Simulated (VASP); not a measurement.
# SnSe (Fm-3m) in VASP: settings compared, part 2 of 2

VASP 6.6.1.

### 4 Single point, PBE0

Contents of POSCAR:

```
SnSe
1.0
    0.0000000000      3.0099999632      3.0099999632
    3.0099999632      0.0000000000      3.0099999632
    3.0099999632      3.0099999632      0.0000000000
Sn Se
1 1
Direct
    0.0000000000      0.0000000000      0.0000000000
    0.5000000000      0.5000000000      0.5000000000
```

Contents of INCAR.step1:

```
SYSTEM = SnSe
PREC = Accurate
ENCUT = 520
EDIFF = 1E-5
ISMEAR = 0
SIGMA = 0.05
LREAL = .False.
LASPH = .True.
NELM = 80
ALGO = Normal
ISIF = 2
LWAVE = .True.
LCHARG = .False.
GGA = PE
NBANDS = 17
```

Contents of INCAR.step2:

```
SYSTEM = SnSe
PREC = Accurate
ENCUT = 520
EDIFF = 1E-6
ISMEAR = 0
SIGMA = 0.05
LREAL = .False.
LASPH = .True.
NELM = 80
ALGO = Normal
ISIF = 2
LWAVE = .False.
LCHARG = .False.
GGA = PE
LHFCALC = .True.
AEXX = 0.25
PRECFOCK = Normal
ISTART = 1
NBANDS = 17
```

Contents of KPOINTS:

```
regular mesh
0
Gamma
  4 4 4
  0 0 0
```

Potentials or basis: VASP PAW PBE potentials, release 64 (Sn_d, Se).

Started as:

```sh
cat potpaw_PBE.64/Sn_d/POTCAR potpaw_PBE.64/Se/POTCAR > POTCAR
cp INCAR.step1 INCAR
mpirun -np 1 vasp_std > vasp.out
cp INCAR.step2 INCAR
mpirun -np 1 vasp_std > vasp.out
```

OUTCAR:

```text
SYSTEM = SnSe
   PREC = Accurate
   ENCUT = 520
   EDIFF = 1E-6
   ISMEAR = 0
   LREAL = .False.
   LASPH = .True.
   NELM = 80
   ISIF = 2
   GGA = PE
   LHFCALC = .True.
   AEXX = 0.25
   PRECFOCK = Normal
   ISTART = 1

 ion  position               nearest neighbor table
   1  0.000  0.000  0.000-   2 3.01   2 3.01   2 3.01   2 3.01   2 3.01   2 3.01
   2  0.500  0.500  0.500-   1 3.01   1 3.01   1 3.01   1 3.01   1 3.01   1 3.01

  LATTYP: Found a face centered cubic cell.
 ALAT       =     6.0199999264

  Lattice vectors:

 A1 = (   0.0000000000,   3.0099999632,   3.0099999632)
 A2 = (   3.0099999632,   0.0000000000,   3.0099999632)
 A3 = (   3.0099999632,   3.0099999632,   0.0000000000)

Analysis of symmetry for initial positions (statically):
=====================================================================
 Subroutine PRICEL returns:
 Original cell was already a primitive cell.

 Routine SETGRP: Setting up the symmetry group for a
 face centered cubic supercell.

 Subroutine GETGRP returns: Found 48 space group operations
 (whereof 48 operations were pure point group operations)
 out of a pool of 48 trial point group operations.

The static configuration has the point symmetry O_h .

Analysis of symmetry for dynamics (positions and initial velocities):
=====================================================================
 Subroutine PRICEL returns:
 Original cell was already a primitive cell.

 Routine SETGRP: Setting up the symmetry group for a
 face centered cubic supercell.

 Subroutine GETGRP returns: Found 48 space group operations
 (whereof 48 operations were pure point group operations)
 out of a pool of 48 trial point group operations.

The dynamic configuration has the point symmetry O_h .

 Subroutine INISYM returns: Found 48 space group operations
 (whereof 48 operations are pure point group operations),
 and found     1 'primitive' translations
[... 101 lines left out ...]
  Thomas-Fermi vector in A             =   2.308207
   LORBIT       =      0    0 simple, 1 ext, 2 COOP (PROOUT), +10 PAW based schemes
   GGA     = PE    functional components
   LHFCALC =     T    Hartree Fock is set to
   PRECFOCK=normal    Normal, Fast or Accurate (Low or Medium for compatibility)
   ENCUT4O =  -1.0   cutoff for four orbital integrals eV
   NKREDX  =     1    reduce k-point grid by
   NKREDY  =     1    reduce k-point grid by
   NKREDZ  =     1    reduce k-point grid by
   AEXX    =    0.2500 exact exchange contribution
   HFSCREEN=    0.0000 screening length (either q_TF or 0.3 A-1)
   HFSCREENC=   0.0000 screening length for correlation (either q_TF or 0.3 A-1)
   ENCUTFOCK=  -1.0 apply spherical cutoff to Coloumb kernel
   IVDW    =     0    specifies the selected vdW correction
   LEPSILON=     F    determine dielectric tensor
   LRPA    =     F    only Hartree local field effects (RPA)
 non-spin polarized calculation
 Gauss-broadening in eV      SIGMA  =   0.05
  energy-cutoff  :      520.00
  volume of cell :       54.54
 maximum number of plane-waves:      1480
  NGX = 24; NGY = 24; NGZ = 24

 number of electron      20.0000005 magnetization

 Free energy of the ion-electron system (eV)
  ---------------------------------------------------
  ext. energy  EPLUGINS =         0.00000000
  ---------------------------------------------------
  free energy    TOTEN  =       -10.82114605 eV

  energy without entropy =      -10.82114605  energy(sigma->0) =      -10.82114605

 E-fermi :   5.5985     XC(G=0):  -7.6267

 val. band max:        5.3040008575   @ k =   0.5000   0.0000   0.0000
 cond. band min:       6.3581433661   @ k =   0.5000   0.0000   0.0000
 fundamental gap:      1.0541425086
 Fermi energy:         5.5984786275

 k-point     1 :       0.0000    0.0000    0.0000
  band No.  band energies     occupation
      1     -18.9640      2.00000
      2     -18.9640      2.00000
      3     -18.9569      2.00000
      4     -18.9569      2.00000
      5     -18.9569      2.00000
      6     -10.5176      2.00000
[... 137 lines left out ...]
      4     -18.9517      2.00000
      5     -18.9394      2.00000
      6      -9.1319      2.00000
[... 9 lines left out ...]
     16      17.9032      0.00000
     17      19.4451      0.00000

------------------------ aborting loop because EDIFF is reached ----------------------------------------

  FORCE on cell =-STRESS in cart. coord.  units (eV):
  Direction    XX          YY          ZZ          XY          YZ          ZX
  --------------------------------------------------------------------------------------
  -------------------------------------------------------------------------------------
  Total       -0.6852735     -0.6852735     -0.6852735      0.0000000      0.0000000      0.0000000
  in kB      -20.1300606    -20.1300606    -20.1300606      0.0000000      0.0000000      0.0000000
  external PRESSURE =     -20.1300606 kB  Pullay stress =       0.0000000 kB

 VOLUME and BASIS-vectors are now :
 -----------------------------------------------------------------------------
  energy-cutoff  :      520.00
  volume of cell :       54.54
      direct lattice vectors                 reciprocal lattice vectors
     0.000000000  3.009999963  3.009999963    -0.166112959  0.166112959  0.166112959
     3.009999963  0.000000000  3.009999963     0.166112959 -0.166112959  0.166112959
     3.009999963  3.009999963  0.000000000     0.166112959  0.166112959 -0.166112959

 POSITION                                       TOTAL-FORCE (eV/Angst)
 -----------------------------------------------------------------------------------
      0.00000      0.00000      0.00000        -0.000000     -0.000000      0.000000
      3.01000      3.01000      3.01000         0.000000      0.000000      0.000000
 -----------------------------------------------------------------------------------
    total drift:                                0.000001      0.000000      0.000001

  FREE ENERGIE OF THE ION-ELECTRON SYSTEM (eV)
  ---------------------------------------------------
  free  energy   TOTEN  =       -10.8211460543 eV

  energy  without entropy=      -10.8211460543  energy(sigma->0) =      -10.82114605
```

Run time: 17 min. Hardware: 1 thread of AMD EPYC 7R43 (Zen 3), shared host; peak memory 0.15 GiB.

What came out:

```
Free energy            : -10.8211 eV
Pressure               : -2.0 GPa
Band gap on the k mesh : 1.05 eV
```

Caveat: the k points lie up to 0.45 Å⁻¹ apart; the PAW data sets were made with another functional, which shifts forces and pressure a little; spin-orbit coupling is left out, which moves the levels of the heavy elements.

### 5 Single point, PBE-based screened hybrid with 25 % exact exchange

POSCAR is that of step 4.

Contents of INCAR.step1:

```
SYSTEM = SnSe
PREC = Accurate
ENCUT = 520
EDIFF = 1E-5
ISMEAR = 0
SIGMA = 0.05
LREAL = .FALSE.
LASPH = .TRUE.
NELM = 100
ALGO = Normal
ISIF = 2
LWAVE = .TRUE.
LCHARG = .FALSE.
NBANDS = 17
GGA = PE
```

Contents of INCAR.step2:

```
SYSTEM = SnSe
PREC = Accurate
ENCUT = 520
EDIFF = 1E-6
ISMEAR = 0
SIGMA = 0.05
LREAL = .FALSE.
LASPH = .TRUE.
NELM = 100
ALGO = Normal
ISIF = 2
LWAVE = .FALSE.
LCHARG = .FALSE.
GGA = PE
LHFCALC = .TRUE.
AEXX = 0.25
HFSCREEN = 0.15
PRECFOCK = Normal
NBANDS = 17
ISTART = 1
```

Contents of KPOINTS:

```
regular mesh
0
G
  4 4 4
  0 0 0
```

Started as:

```sh
cat potpaw_PBE.64/Sn_d/POTCAR potpaw_PBE.64/Se/POTCAR > POTCAR
cp INCAR.step1 INCAR
mpirun -np 1 vasp_std > vasp.out
cp INCAR.step2 INCAR
mpirun -np 1 vasp_std > vasp.out
```

Wall time 18 min (1 thread of AMD EPYC 7R43 (Zen 3), shared host); peak memory 0.25 GiB.

The run converged. Its results:

| Property | Result |
| --- | --- |
| Free energy | -10.0273 eV |
| Pressure | -2.0 GPa |
| Band gap on the k mesh | 0.52 eV |

Levels at points of the mesh, in eV from the valence-band top:
| k point | band 8 | band 9 | band 10 | band 11 | band 12 | band 13 |
| --- | --- | --- | --- | --- | --- | --- |
| (0.00, 0.00, 0.00) | -2.90 | -2.90 | -2.90 | 4.91 | 4.91 | 4.91 |
| (0.50, 0.00, 0.00) | -2.65 | -2.65 | 0.00 | 0.52 | 1.47 | 1.47 |
| (0.50, 0.50, 0.00) | -6.55 | -4.50 | -4.50 | 3.24 | 6.02 | 6.02 |

Caveat: the k points lie up to 0.45 Å⁻¹ apart; the PAW data sets were made with another functional, which shifts forces and pressure a little; spin-orbit coupling is left out, which moves the levels of the heavy elements. A k mesh can miss the band edges.

### 6 Overview

```csv
level,share of exact exchange,screening parameter,gap on the mesh (eV),pressure (GPa)
r2SCAN0,0.25,-,0.97,-2.4
PBE-based global hybrid with 5 % exact exchange,0.05,-,0.67,-0.8
PBE0,0.25,-,1.05,-2.0
PBE-based screened hybrid with 25 % exact exchange,0.25,0.15 1/Å,0.52,-2.0
```

Alike in all rows: task single point; potentials or basis VASP PAW PBE potentials, release 64 (Sn_d, Se); no spin polarisation; cell as given; k mesh 4 × 4 × 4; cutoff (eV) 520; smearing gaussian 0.05 eV.

Caveats: all runs use coarse meshes; the PAW data sets were made with another functional, which shifts forces and pressure a little; spin-orbit coupling is left out, which moves the levels of the heavy elements.

Total energies depend on the potentials used, so only differences within one code and one set of settings carry meaning.
